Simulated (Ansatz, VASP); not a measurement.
# Two plane-wave programs on Ta3N

```
CELL_PARAMETERS angstrom
3.08221 0.00000 0.00000
-1.54111 2.56460 0.00000
0.00000 0.00000 7.55759
ATOMIC_POSITIONS crystal
Ta 0.00000 0.00000 0.50000
Ta 0.33333 0.66667 0.17360
Ta 0.66667 0.33333 0.82640
N 0.00000 0.00000 0.00000
```

Change from the starting cell: strain +0.0200 x Voigt [1, -1, 0, 0, 0, 0], atoms carried along.

Alike in both runs: task single point; functional PBE; k mesh 18 × 18 × 6; occupations gaussian, width 0.15 eV; no spin polarisation.

```csv
,VASP,Ansatz
version,VASP 6.6.1,Ansatz 0.2.0
potentials or method,"VASP PAW PBE potentials, release 64 (Ta_pv, N), cutoff 520 eV","scalar-relativistic, plane waves, PAW"
valence electrons in the cell,38,44
```

Ansatz gave:

* gap on the k mesh at the Fermi level (eV): none
* pressure (GPa): 0.2
* traceless stress, the component that is largest in VASP (GPa): -2.85
* rms of the force components (eV/Å): 0.069

Question: Which values does VASP return?

Answer: gap on the k mesh at the Fermi level (eV): none; pressure (GPa): 0.5; traceless stress, the component that is largest in VASP (GPa): -2.85; rms of the force components (eV/Å): 0.077.

Atom by atom the forces differ by 0.020 eV/Å (rms over components). A gap of «none» marks a metal or a gap that the smearing closes. With one functional, cell and mesh, what is left measures potentials, basis and numerics. VASP's potentials hold 38 valence electrons a cell and Ansatz's 44, so a difference there can come from the potentials and not from the codes.

Spin-orbit coupling is off throughout.
